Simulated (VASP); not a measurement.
Set up this calculation in VASP 6.6.1, as the native input.

```
Task                   : relaxation of shape and atoms at fixed volume
Functional             : r2SCAN
Potentials or basis    : VASP PAW PBE potentials, release 64 (C)
Cutoff                 : 600 eV
k mesh                 : 18 × 18 × 6
Occupations            : gaussian, width 0.1 eV
Spin                   : no spin polarisation
Dipole correction      : no
Further INCAR settings : ALGO = Normal; EDIFF = 1e-06; IBRION = 2; EDIFFG = -0.01; NSW = 50; ISIF = 4
```

The system is C.

```xyz
4
Lattice="2.4311 0.0000 0.0000 -1.2155 2.1054 0.0000 0.0000 0.0000 6.9786" Properties=species:S:1:pos:R:3 pbc="T T T"
C     0.0000    0.0000    0.0174
C     0.0000    0.0000    3.5067
C     0.0000    1.4036    0.0174
C     1.2155    0.7018    3.5067
```

These files were run (other wordings do the same):

POSCAR

```
C
1.0
    2.4310820521      0.0000000000      0.0000000000
   -1.2155410260      2.1053788158      0.0000000000
    0.0000000000      0.0000000000      6.9785707591
C
4
Direct
    0.0000000000      0.0000000000      0.0024999316
    0.0000000000      0.0000000000      0.5024999316
    0.3333333333      0.6666666667      0.0025000684
    0.6666666667      0.3333333333      0.5025000684
```

INCAR.step1

```
SYSTEM = C
PREC     = Accurate       ! precision mode
ENCUT    = 600            ! plane-wave cutoff, eV
ISMEAR   = 0              ! smearing method
SIGMA    = 0.1            ! smearing width, eV
LREAL    = .FALSE.        ! projectors in reciprocal space
LASPH    = .TRUE.         ! aspherical terms in the spheres
NELM     = 60             ! most SCF steps
GGA      = PE             ! functional
ALGO     = Normal         ! electronic algorithm
EDIFF    = 1E-4           ! SCF threshold, eV
LWAVE    = .TRUE.         ! write WAVECAR
LCHARG   = .FALSE.        ! write CHGCAR
```

INCAR.step2

```
SYSTEM = C
PREC     = Accurate       ! precision mode
ENCUT    = 600            ! plane-wave cutoff, eV
EDIFF    = 1E-6           ! SCF threshold, eV
ISMEAR   = 0              ! smearing method
SIGMA    = 0.1            ! smearing width, eV
LREAL    = .FALSE.        ! projectors in reciprocal space
LASPH    = .TRUE.         ! aspherical terms in the spheres
NELM     = 60             ! most SCF steps
ALGO     = Normal         ! electronic algorithm
ISIF     = 4              ! what is computed and relaxed
LWAVE    = .FALSE.        ! write WAVECAR
LCHARG   = .FALSE.        ! write CHGCAR
METAGGA  = R2SCAN         ! meta-GGA
LMIXTAU  = .TRUE.       
IBRION   = 2              ! ionic algorithm
NSW      = 50             ! ionic steps
EDIFFG   = -0.01          ! ionic threshold
ISTART   = 1
```

KPOINTS

```
Automatic mesh
0
G
  18 18 6
  0 0 0
```

Potentials or basis: VASP PAW PBE potentials, release 64 (C).

Command:

```sh
$ cat potpaw_PBE.64/C/POTCAR > POTCAR
$ cp INCAR.step1 INCAR
$ mpirun -np 1 vasp_std > vasp.out
$ cp INCAR.step2 INCAR
$ mpirun -np 1 vasp_std > vasp.out
```

It gave:

```json
{
  "Energy gained by relaxing": "7.8 meV/atom",
  "Ionic steps": "3",
  "Pressure after relaxing": "0.4 GPa",
  "Band gap on the k mesh": "zero (bands 8 and 9 overlap by 0.02 eV)"
}
```

Caveat: the PAW data sets were made with another functional, which shifts forces and pressure a little.

Wall time 14 min on 1 thread of Intel Xeon 8259CL, with other jobs on the host, peak memory 0.2 GiB.
